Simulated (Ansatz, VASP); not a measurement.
**One calculation of Te2Mo, two programs**

Contents of INCAR:

```
PREC = Accurate
ENCUT = 500
EDIFF = 1E-6
ISMEAR = 1
SIGMA = 0.2
LREAL = F
LASPH = T
NELM = 120
ALGO = Normal
ISIF = 2
LWAVE = F
LCHARG = T
GGA = PS
LELF = T
LVHAR = T
NBANDS = 20
GGA_COMPAT = F
```

Contents of KPOINTS:

```
Automatic mesh
0
Gamma
  4 4 4
```

The input POSCAR:

```
Te2Mo
1.0
    0.0000000000      3.3148317929      3.3148317929
    3.3148317929      0.0000000000      3.3148317929
    3.3148317929      3.3148317929      0.0000000000
Mo Te
1 2
Direct
    0.0000000000      0.0000000000      0.0000000000
    0.2500000000      0.2500000000      0.2500000000
    0.7500000000      0.7500000000      0.7500000000
```

Input for Ansatz:

```yaml
crystal:
  lattice:
    - [0.0, 3.3148317929, 3.3148317929]
    - [3.3148317929, 0.0, 3.3148317929]
    - [3.3148317929, 3.3148317929, 0.0]
  atoms:
    - { symbol: Mo, position: [0.0, 0.0, 0.0] }
    - { symbol: Te, position: [0.25, 0.25, 0.25] }
    - { symbol: Te, position: [0.75, 0.75, 0.75] }
kpoints:
  mp_grid: { grid: [4, 4, 4] }
hamiltonian:
  xc: pbesol
scf:
  occupations: { method: methfessel_paxton, width: 0.2 }
  n_extra_bands: 4
output:
  forces: true
  stress: true
  eigenvalues: true
```

Alike in both runs: task single point; functional PBEsol; k mesh 4 × 4 × 4; occupations methfessel-paxton of order 1, width 0.2 eV; no spin polarisation.

```csv
,VASP,Ansatz
version,VASP 6.6.1,Ansatz 0.2.0
potentials or method,"VASP PAW PBE potentials, release 64 (Mo_sv, Te)",plane waves
plane-wave cutoff (eV),500,420
valence electrons in the cell,26,46
```

Ansatz gave:

| Item | Value |
| --- | --- |
| pressure (GPa) | -2.2 |

Question: Which values does VASP return?

Answer: Pressure (GPa): -2.1.

VASP's potentials were made for PBE, not for PBEsol. With one functional, cell and mesh, what is left measures potentials, basis and numerics. VASP's potentials hold 26 valence electrons a cell and Ansatz's 46, so a difference there can come from the potentials and not from the codes.

The k mesh is coarse, so the values compare programs but aren't converged. Neither program's run includes spin-orbit coupling.
